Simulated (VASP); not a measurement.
# Co (Fm-3m) in VASP: notebook

Co is run at these levels: RPBE; tasks: single point.

All numbers are computed with VASP 6.6.1; they aren't measurements. Logs are shortened: lines on timing, memory, paths and dates and some standing lists are left out, and cuts for length are marked.

## 1. The cell of the first run

Symmetry: Fm-3m, No. 225, cubic system. Conventional cell: a = 3.340 Å, b = 3.340 Å, c = 3.340 Å, α = 90.00°, β = 90.00°, γ = 90.00°. Co (site symmetry m-3m) has 12 Co at 2.36 Å within 3.1 Å.

## 2. Single point, RPBE (volume scaled by 0.88)

Contents of INCAR:

```
SYSTEM = Co
PREC = Accurate
ENCUT = 600
EDIFF = 1E-6
ISMEAR = -1
SIGMA = 0.1
LREAL = .FALSE.
LASPH = .TRUE.
NELM = 120
ALGO = Normal
ISIF = 2
LWAVE = .FALSE.
LCHARG = .FALSE.
GGA = RP
NBANDS = 10
GGA_COMPAT = .FALSE.
```

Contents of KPOINTS:

```
Automatic mesh
0
G
  17 17 17
  0 0 0
```

Contents of POSCAR:

```
Co
1.0
    0.0000000000      1.6700795868      1.6700795868
    1.6700795868      0.0000000000      1.6700795868
    1.6700795868      1.6700795868      0.0000000000
Co
1
Direct
    0.0000000000      0.0000000000      0.0000000000
```

Potentials or basis: VASP PAW PBE potentials, release 64 (Co).

On the command line:

```bash
$ cat potpaw_PBE.64/Co/POTCAR > POTCAR
$ mpirun -np 1 vasp_std > vasp.out
```

OUTCAR:

```text
SYSTEM = Co
   PREC = Accurate
   ENCUT = 600
   EDIFF = 1E-6
   ISMEAR = -1
   LREAL = .FALSE.
   LASPH = .TRUE.
   NELM = 120
   ISIF = 2
   GGA = RP

 ion  position               nearest neighbor table
   1  0.000  0.000  0.000-

  LATTYP: Found a face centered cubic cell.
 ALAT       =     3.3401591736

  Lattice vectors:

 A1 = (   0.0000000000,   1.6700795868,   1.6700795868)
 A2 = (   1.6700795868,   0.0000000000,   1.6700795868)
 A3 = (   1.6700795868,   1.6700795868,   0.0000000000)

Analysis of symmetry for initial positions (statically):
=====================================================================
 Subroutine PRICEL returns:
 Original cell was already a primitive cell.

 Routine SETGRP: Setting up the symmetry group for a
 face centered cubic supercell.

 Subroutine GETGRP returns: Found 48 space group operations
 (whereof 48 operations were pure point group operations)
 out of a pool of 48 trial point group operations.

The static configuration has the point symmetry O_h .

Analysis of symmetry for dynamics (positions and initial velocities):
=====================================================================
 Subroutine PRICEL returns:
 Original cell was already a primitive cell.

 Routine SETGRP: Setting up the symmetry group for a
 face centered cubic supercell.

 Subroutine GETGRP returns: Found 48 space group operations
 (whereof 48 operations were pure point group operations)
 out of a pool of 48 trial point group operations.

The dynamic configuration has the point symmetry O_h .

 Subroutine INISYM returns: Found 48 space group operations
 (whereof 48 operations are pure point group operations),
 and found     1 'primitive' translations

----------------------------------------------------------------------------------------

                                     Primitive cell

  volume of cell :       9.3163

  direct lattice vectors                    reciprocal lattice vectors
     0.000000000  1.670079587  1.670079587    -0.299386930  0.299386930  0.299386930
     1.670079587  0.000000000  1.670079587     0.299386930 -0.299386930  0.299386930
     1.670079587  1.670079587  0.000000000     0.299386930  0.299386930 -0.299386930

  length of vectors
     2.361849202  2.361849202  2.361849202     0.518553374  0.518553374  0.518553374

  position of ions in fractional coordinates (direct lattice)
     0.000000000  0.000000000  0.000000000

  ion indices of the primitive-cell ions
   primitive index   ion index
                 1           1

----------------------------------------------------------------------------------------

 KPOINTS: Automatic mesh

Automatic generation of k-mesh.
 Grid dimensions read from file:
 generate k-points for:   17   17   17

 Generating k-lattice:

  Cartesian coordinates                     Fractional coordinates (reciprocal lattice)
    -0.017610996  0.017610996  0.017610996     0.058823529  0.000000000  0.000000000
     0.017610996 -0.017610996  0.017610996     0.000000000  0.058823529  0.000000000
     0.017610996  0.017610996 -0.017610996     0.000000000  0.000000000  0.058823529

  Length of vectors
     0.030503140  0.030503140  0.030503140

  Shift w.r.t. Gamma in fractional coordinates (k-lattice)
     0.000000000  0.000000000  0.000000000

 Subroutine IBZKPT returns following result:
 ===========================================

 Found    165 irreducible k-points:

 Following reciprocal coordinates:
            Coordinates               Weight
  0.000000  0.000000  0.000000      1.000000
  0.058824  0.000000  0.000000      8.000000
  0.117647  0.000000  0.000000      8.000000
  0.176471  0.000000  0.000000      8.000000
  0.235294  0.000000  0.000000      8.000000
  0.294118  0.000000  0.000000      8.000000
[... 16 lines left out ...]
 -0.176471  0.058824  0.000000     24.000000
 -0.117647  0.058824  0.000000     24.000000
 [... further k-points ...]
   k-points           NKPTS =    165   k-points in BZ     NKDIM =    165   number of bands    NBANDS=     10
   number of dos      NEDOS =    301   number of ions     NIONS =      1
   total plane-waves  NPLWV =   8000
   dimension x,y,z NGX =    20 NGY =   20 NGZ =   20
   dimension x,y,z NGXF=    40 NGYF=   40 NGZF=   40
   ions per type =               1
   NGX,Y,Z   is equivalent  to a cutoff of  14.08, 14.08, 14.08 a.u.
   NGXF,Y,Z  is equivalent  to a cutoff of  28.16, 28.16, 28.16 a.u.
 SYSTEM =  Co
   PREC   = accura    normal or accurate (medium, high low for compatibility)
   ISTART =      0    job   : 0-new  1-cont  2-samecut
   ICHARG =      2    charge: 1-file 2-atom 10-const
   ISPIN  =      1    spin polarized calculation?
   LNONCOLLINEAR =      F non collinear calculations
   LSORBIT =      F    spin-orbit coupling
   LASPH  =      T    aspherical Exc in radial PAW
   ENCUT  =  600.0 eV  44.10 Ry    6.64 a.u.   4.72  4.72  4.72*2*pi/ulx,y,z
   NELM   =    120;   NELMIN=  2; NELMDL= -5     # of ELM steps
   EDIFF  = 0.1E-05   stopping-criterion for ELM
   LREAL  =      F    real-space projection
   EDIFFG = 0.1E-04   stopping-criterion for IOM
   NSW    =      0    number of steps for IOM
   IBRION =     -1    ionic relax: 0-MD 1-quasi-New 2-CG
   NFREE  =      0    steps in history (QN), initial steepest desc. (CG)
   ISIF   =      2    stress and relaxation
   ISYM   =      2    0-nonsym 1-usesym 2-fastsym
   POTIM  = 0.5000    time-step for ionic-motion
   TEBEG  =    0.0;   TEEND  =   0.0 temperature during run
   PSTRESS=    0.0 pullay stress
   NELECT =       9.0000    total number of electrons
   NUPDOWN=      -1.0000    fix difference up-down
   EMIN   =  10.00;   EMAX   =-10.00  energy-range for DOS
   EFERMI =   0.00;   METHOD = LEGACY
   ISMEAR =    -1;   SIGMA  =   0.10  broadening in eV -4-tet -1-fermi 0-gaus
   EFERMI_NEDOS =   21; number of points for ismear=-14 and -15
   IALGO  =     38    algorithm
   IMIX   =      4    mixing-type and parameters
     AMIX     =   0.40;   BMIX     =  1.00
     AMIX_MAG =   1.60;   BMIX_MAG =  1.00
  volume/ion in A,a.u.               =       9.32        62.87
  Fermi-wavevector in a.u.,A,eV,Ry     =   1.618360  3.058257 35.634876  2.619089
  Thomas-Fermi vector in A             =   2.712636
   LORBIT       =      0    0 simple, 1 ext, 2 COOP (PROOUT), +10 PAW based schemes
   GGA     = RP    functional components
   LHFCALC =     F    Hartree Fock is set to
   AEXX    =    0.0000 exact exchange contribution
   IVDW    =     0    specifies the selected vdW correction
   LEPSILON=     F    determine dielectric tensor
   LRPA    =     F    only Hartree local field effects (RPA)
 non-spin polarized calculation
  energy-cutoff  :      600.00
  volume of cell :        9.32
 maximum number of plane-waves:       331
   NGX =  9   NGY =  9   NGZ =  9

 number of electron       8.9999998 magnetization

 Free energy of the ion-electron system (eV)
  ---------------------------------------------------
  ext. energy  EPLUGINS =         0.00000000
  ---------------------------------------------------
  free energy    TOTEN  =        -6.18387512 eV

  energy without entropy =       -6.11857465  energy(sigma->0) =       -6.15122488

 E-fermi :  12.6787     XC(G=0): -14.2467

 val. band max:       12.6676694878   @ k =   0.2941   0.2941   0.0000
 cond. band min:      12.6827411595   @ k =  -0.2941   0.3529   0.0588
 fundamental gap:      0.0150716717
 Fermi energy:        12.6787300017

 k-point     1 :       0.0000    0.0000    0.0000
  band No.  band energies     occupation
      1       2.8947      2.00000
      2      10.4610      2.00000
      3      10.4610      2.00000
      4      10.4610      2.00000
      5      12.0208      1.99723
      6      12.0208      1.99723
      7      36.9480      0.00000
      8      42.7557      0.00000
      9      42.7557      0.00000
     10      42.7557      0.00000

 k-point     2 :       0.0588    0.0000    0.0000
  band No.  band energies     occupation
      1       3.0501      2.00000
      2      10.4056      2.00000
      3      10.5043      2.00000
      4      10.5043      2.00000
      5      12.0001      1.99775
      6      12.0001      1.99775
      7      36.7848      0.00000
      8      41.0107      0.00000
      9      42.6011      0.00000
     10      42.6011      0.00000

 k-point     3 :       0.1176    0.0000    0.0000
  band No.  band energies     occupation
      1       3.5059      2.00000
      2      10.2578      2.00000
      3      10.6143      2.00000
      4      10.6143      2.00000
      5      11.9581      1.99852
      6      11.9581      1.99852
      7      35.7059      0.00000
      8      38.9698      0.00000
      9      42.2532      0.00000
     10      42.2532      0.00000

 k-point     4 :       0.1765    0.0000    0.0000
  band No.  band energies     occupation
      1       4.2260      2.00000
      2      10.0720      2.00000
      3      10.7257      2.00000
      4      10.7257      2.00000
      5      11.9604      1.99848
      6      11.9604      1.99848
      7      33.1800      0.00000
      8      38.1549      0.00000
      9      41.8751      0.00000
     10      41.8751      0.00000

 k-point     5 :       0.2353    0.0000    0.0000
  band No.  band energies     occupation
      1       5.1316      2.00000
      2       9.9440      2.00000
      3      10.7493      2.00000
      4      10.7493      2.00000
      5      12.0913      1.99439
      6      12.0913      1.99439
      7      30.2406      0.00000
      8      37.5798      0.00000
      9      41.5417      0.00000
     10      41.5417      0.00000

 k-point     6 :       0.2941    0.0000    0.0000
  band No.  band energies     occupation
      1       6.0599      2.00000
      2      10.0344      2.00000
      3      10.6697      2.00000
      4      10.6697      2.00000
      5      12.3523      1.92634
      6      12.3523      1.92634
      7      27.3549      0.00000
      8      36.9218      0.00000
      9      41.2702      0.00000
     10      41.2702      0.00000

 k-point     7 :       0.3529    0.0000    0.0000
  band No.  band energies     occupation
      1       6.7528      2.00000
      2      10.5486      2.00000
      3      10.5486      2.00000
      4      10.5544      2.00000
      5      12.6565      1.11089
      6      12.6565      1.11089
      7      24.6903      0.00000
      8      36.2800      0.00000
      9      41.0565      0.00000
     10      41.0565      0.00000

 k-point     8 :       0.4118    0.0000    0.0000
  band No.  band energies     occupation
      1       7.0829      2.00000
      2      10.4420      2.00000
      3      10.4420      2.00000
      4      11.4821      1.99999
      5      12.9142      0.17337
      6      12.9142      0.17337
      7      22.4445      0.00000
      8      35.7845      0.00000
      9      40.8972      0.00000
     10      40.8972      0.00000

 k-point     9 :       0.4706    0.0000    0.0000
  band No.  band energies     occupation
      1       7.1848      2.00000
      2      10.3817      2.00000
      3      10.3817      2.00000
      4      12.3024      1.95465
      5      13.0607      0.04294
      6      13.0607      0.04294
      7      21.0230      0.00000
      8      35.5180      0.00000
      9      40.8056      0.00000
     10      40.8056      0.00000
[... 118 lines left out ...]
 k-point    19 :      -0.4118    0.0588    0.0000
  band No.  band energies     occupation
      1       7.2355      2.00000
      2      10.3339      2.00000
      3      10.4758      2.00000
      4      11.3935      1.99999
      5      12.8811      0.23337
      6      13.5857      0.00023
      7      21.8885      0.00000
      8      35.1827      0.00000
      9      39.1830      0.00000
     10      40.8286      0.00000

 k-point    20 :      -0.3529    0.0588    0.0000
  band No.  band energies     occupation
      1       7.0076      2.00000
      2      10.4418      2.00000
      3      10.5647      2.00000
      4      10.6304      2.00000
      5      12.5934      1.40243
      6      13.1735      0.01409
      7      23.9487      0.00000
      8      35.4529      0.00000
      9      39.3166      0.00000
     10      42.1003      0.00000

 k-point    21 :      -0.2941    0.0588    0.0000
  band No.  band energies     occupation
      1       6.4434      2.00000
      2      10.0336      2.00000
      3      10.5869      2.00000
      4      10.6895      2.00000
      5      12.2503      1.97281
      6      12.7923      0.48609
      7      26.5176      0.00000
      8      35.8581      0.00000
      9      39.7650      0.00000
     10      43.4108      0.00000

 k-point    22 :      -0.2353    0.0588    0.0000
  band No.  band energies     occupation
      1       5.5689      2.00000
      2       9.8583      2.00000
      3      10.7096      2.00000
      4      10.8011      2.00000
      5      11.9391      1.99877
      6      12.4521      1.81203
      7      29.3536      0.00000
      8      36.3394      0.00000
      9      40.3986      0.00000
     10      43.5303      0.00000

 k-point    23 :      -0.1765    0.0588    0.0000
  band No.  band energies     occupation
      1       4.6382      2.00000
      2       9.9481      2.00000
      3      10.7582      2.00000
      4      10.8118      2.00000
      5      11.7759      1.99976
      6      12.2027      1.98302
      7      32.3025      0.00000
      8      36.8710      0.00000
      9      40.9580      0.00000
     10      43.5905      0.00000

 k-point    24 :      -0.1176    0.0588    0.0000
  band No.  band energies     occupation
      1       3.8505      2.00000
      2      10.1319      2.00000
      3      10.6968      2.00000
      4      10.7020      2.00000
      5      11.8003      1.99969
      6      12.0792      1.99503
      7      35.0291      0.00000
      8      37.6353      0.00000
      9      41.2232      0.00000
     10      43.5896      0.00000

 [... further k-points ...]
[... 5 lines left out ...]
  --------------------------------------------------------------------------------------
  -------------------------------------------------------------------------------------
  Total        2.2464395      2.2464395      2.2464395     -0.0000000     -0.0000000      0.0000000
  in kB      386.3347876    386.3347876    386.3347876     -0.0000000     -0.0000000      0.0000000
  external PRESSURE =     386.3347876 kB  Pullay stress =       0.0000000 kB

 VOLUME and BASIS-vectors are now :
 -----------------------------------------------------------------------------
  energy-cutoff  :      600.00
  volume of cell :        9.32
      direct lattice vectors                 reciprocal lattice vectors
     0.000000000  1.670079587  1.670079587    -0.299386930  0.299386930  0.299386930
     1.670079587  0.000000000  1.670079587     0.299386930 -0.299386930  0.299386930
     1.670079587  1.670079587  0.000000000     0.299386930  0.299386930 -0.299386930

 POSITION                                       TOTAL-FORCE (eV/Angst)
 -----------------------------------------------------------------------------------
      0.00000      0.00000      0.00000        -0.000000     -0.000000     -0.000000
 -----------------------------------------------------------------------------------
    total drift:                                0.000000     -0.000000      0.000000

  FREE ENERGIE OF THE ION-ELECTRON SYSTEM (eV)
  ---------------------------------------------------
  free  energy   TOTEN  =        -6.1838751178 eV

  energy  without entropy=       -6.1185746520  energy(sigma->0) =       -6.15122488
```

It took 20 s on 1 thread of Intel Xeon 8259CL, shared host; peak memory 0.14 GiB.

Results:

| Quantity | Value |
| --- | --- |
| Free energy | -6.1839 eV |
| Pressure | 38.6 GPa |

Levels at points of the mesh, in eV from the Fermi level:
```tsv
k point	band 1	band 2	band 3	band 4	band 5	band 6	band 7	band 8
(0.00, 0.00, 0.00)	-9.78	-2.22	-2.22	-2.22	-0.66	-0.66	24.27	30.08
```

Caveat: the PAW data sets were made with another functional, which shifts forces and pressure a little; the run has no spin polarisation, though such a crystal can be magnetic. Spin polarisation is off, so any magnetic state and its effect on volume and gap are missing.

## 3. Single point, RPBE (volume scaled by 0.92)

Contents of INCAR:

```
SYSTEM = Co
ALGO = Normal
EDIFF = 1E-6
ENCUT = 600
GGA = RP
GGA_COMPAT = .False.
ISIF = 2
ISMEAR = -1
LASPH = .True.
LCHARG = .False.
LREAL = .False.
LWAVE = .False.
NBANDS = 10
NELM = 120
PREC = Accurate
SIGMA = 0.1
```

Contents of KPOINTS:

```
k-points
0
Gamma
  17 17 17
  0 0 0
```

Contents of POSCAR:

```
Co
1.0
    0.0000000000      1.6950098232      1.6950098232
    1.6950098232      0.0000000000      1.6950098232
    1.6950098232      1.6950098232      0.0000000000
Co
1
Direct
    0.0000000000      0.0000000000      0.0000000000
```

Potentials or basis: VASP PAW PBE potentials, release 64 (Co).

On the command line:

```bash
$ cat potpaw_PBE.64/Co/POTCAR > POTCAR
$ mpirun -np 1 vasp_std > vasp.out
```

It took 21 s on 1 thread of Intel Xeon 8259CL, shared host; peak memory 0.14 GiB.

It converged, with:

| Property | Result |
| --- | --- |
| Free energy | -6.2638 eV |
| Pressure | 22.4 GPa |

Levels at points of the mesh, in eV from the Fermi level:
| k point | band 2 | band 3 | band 4 | band 5 | band 6 | band 7 |
| --- | --- | --- | --- | --- | --- | --- |
| (0.00, 0.00, 0.00) | -2.07 | -2.07 | -2.07 | -0.62 | -0.62 | 23.93 |

Caveat: the PAW data sets were made with another functional, which shifts forces and pressure a little; the run has no spin polarisation, though such a crystal can be magnetic.

## 4. Single point, RPBE (volume scaled by 0.96)

Contents of INCAR:

```
SYSTEM = Co
  ALGO = Normal
  EDIFF = 1E-6
  ENCUT = 600
  GGA = RP
  GGA_COMPAT = .False.
  ISIF = 2
  ISMEAR = -1
  LASPH = .True.
  LCHARG = .False.
  LREAL = .False.
  LWAVE = .False.
  NBANDS = 10
  NELM = 120
  PREC = Accurate
  SIGMA = 0.1
```

KPOINTS is that of step 3.

Contents of POSCAR:

```
Co
1.0
    0.0000000000      1.7192275212      1.7192275212
    1.7192275212      0.0000000000      1.7192275212
    1.7192275212      1.7192275212      0.0000000000
Co
1
Direct
    0.0000000000      0.0000000000      0.0000000000
```

On the command line:

```bash
$ cat potpaw_PBE.64/Co/POTCAR > POTCAR
$ mpirun -np 1 vasp_std > vasp.out
```

Run time: 24 s. Hardware: 1 thread of Intel Xeon 8259CL, shared host; peak memory 0.14 GiB.

Results (log left out):

- Free energy: -6.3056 eV
- Pressure: 9.6 GPa

Levels at points of the mesh, in eV from the Fermi level:
```tsv
k point	band 1	band 2	band 3	band 4	band 5	band 6	band 7	band 8	band 9
(0.00, 0.00, 0.00)	-9.18	-1.94	-1.94	-1.94	-0.58	-0.58	23.61	28.75	28.75
```

Caveat: the PAW data sets were made with another functional, which shifts forces and pressure a little; the run has no spin polarisation, though such a crystal can be magnetic. Spin polarisation is off, so any magnetic state and its effect on volume and gap are missing.

## 5. Overview

```tsv
cell	gap on the mesh (eV)	pressure (GPa)
a = 2.362 Å, angles 60.0°, 1 atom	none	38.6
a = 2.397 Å, angles 60.0°, 1 atom	none	22.4
a = 2.431 Å, angles 60.0°, 1 atom	none	9.6
```

Alike in all rows: task single point; level RPBE; potentials or basis VASP PAW PBE potentials, release 64 (Co); no spin polarisation; k mesh 17 × 17 × 17; cutoff (eV) 600; smearing fermi-dirac 0.1 eV.

Caveats: the PAW data sets were made with another functional, which shifts forces and pressure a little; the run has no spin polarisation, though such a crystal can be magnetic.

Absolute energies hang on the potentials; compare differences alone.
